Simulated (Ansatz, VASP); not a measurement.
# Pt: VASP beside Ansatz

The input INCAR:

```
SYSTEM = Pt
PREC = Accurate
ENCUT = 520
EDIFF = 1E-6
ISMEAR = -1
SIGMA = 0.1
LREAL = .FALSE.
LASPH = .TRUE.
NELM = 100
ALGO = Normal
ISIF = 2
LWAVE = .FALSE.
LCHARG = .TRUE.
GGA = CA
LELF = .TRUE.
LVHAR = .TRUE.
NBANDS = 17
```

Contents of KPOINTS:

```
Automatic mesh
0
G
  12 12 12
  0 0 0
```

POSCAR

```
Pt
1.0
    0.0000000000      2.4466127985      2.4466127985
    2.4466127985      0.0000000000      2.4466127985
    2.4466127985      2.4466127985      0.0000000000
Pt
2
Direct
   -0.1250000000     -0.1250000000     -0.1250000000
    0.1250000000      0.1250000000      0.1250000000
```

Input for Ansatz:

```yaml
crystal:
  lattice:
    - [0.0, 2.4466127985, 2.4466127985]
    - [2.4466127985, 0.0, 2.4466127985]
    - [2.4466127985, 2.4466127985, 0.0]
  atoms:
    - { symbol: Pt, position: [-0.125, -0.125, -0.125] }
    - { symbol: Pt, position: [0.125, 0.125, 0.125] }
kpoints:
  mp_grid: { grid: [12, 12, 12] }
scf:
  occupations: { method: fermi_dirac, width: 0.1 }
hamiltonian:
  xc: lda
  pseudopotentials: { kind: all_electron, lapw: { basis_error: 0.001 } }
output:
  forces: true
  stress: true
  eigenvalues: true
  populations: true
```

Change from the starting cell: volume scaled by 0.65, LAPW.

Alike in both runs: task single point; functional LDA; k mesh 12 × 12 × 12; occupations fermi-dirac, width 0.1 eV; no spin polarisation.

|  | VASP | Ansatz |
| --- | --- | --- |
| version | VASP 6.6.1 | Ansatz 0.2.0 |
| potentials or method | VASP PAW LDA potentials, release 64 (Pt), cutoff 520 eV | all-electron LAPW, scalar-relativistic |

|  | VASP | Ansatz | Ansatz less VASP |
| --- | --- | --- | --- |
| pressure (GPa) | 177.7 | 187.5 | +9.84 |

LDA's correlation is that of Perdew and Zunger in VASP and of Perdew and Wang (1992) in Ansatz. Both programs put the cell under a high pressure, so it lies far from rest at this level. Ansatz ran all-electron here, and VASP with PAW potentials.

Spin-orbit coupling is off throughout. Noted on VASP's run: the cell as given lies far from equilibrium.
